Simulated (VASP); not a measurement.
A run of VASP 6.6.1:

The input INCAR:

```
SYSTEM = SnO2
ALGO = Normal
EDIFF = 1E-6
ENCUT = 520
GGA = PE
ISIF = 2
ISMEAR = 0
LASPH = .TRUE.
LCHARG = .TRUE.
LELF = .TRUE.
LREAL = .FALSE.
LVHAR = .TRUE.
LWAVE = .FALSE.
NBANDS = 64
NELM = 100
PREC = Accurate
SIGMA = 0.05
```

Contents of KPOINTS:

```
k-points
0
G
  6 6 6
  0 0 0
```

File POSCAR:

```
SnO2
1.0
    0.0000000000      4.5220682583      4.5220682583
    4.5220682583      0.0000000000      4.5220682583
    4.5220682583      4.5220682583      0.0000000000
Sn O
4 8
Direct
    0.3021313378      0.1053187402      0.4478686622
    0.6250000000      0.1250000000      0.1250000000
    0.1250000000      0.6250000000      0.1250000000
    0.1250000000      0.1250000000      0.1250000000
    0.8910551956      0.8910551956      0.8910551956
    0.8910551956      0.3268344131      0.8910551956
    0.8910551956      0.8910551956      0.3268344131
    0.3268344131      0.8910551956      0.8910551956
    0.9231655869      0.3589448044      0.3589448044
    0.3589448044      0.3589448044      0.9231655869
    0.3589448044      0.9231655869      0.3589448044
    0.3589448044      0.3589448044      0.3589448044
```

Potentials or basis: VASP PAW PBE potentials, release 64 (Sn_d, O).

Command:

```bash
$ cat potpaw_PBE.64/Sn_d/POTCAR potpaw_PBE.64/O/POTCAR > POTCAR
$ mpirun -np 1 vasp_std > vasp.out
```

Hardware: 1 thread of AMD EPYC 9R45 96-Core Processor (Zen 5) (shared host).

Problem. Estimate the wall time of this run.

Solution. It took 15 min on 1 thread of AMD EPYC 9R45 96-Core Processor (Zen 5), on a shared host, peak memory 0.93 GiB. Counts: scf iterations 17, k points 112.
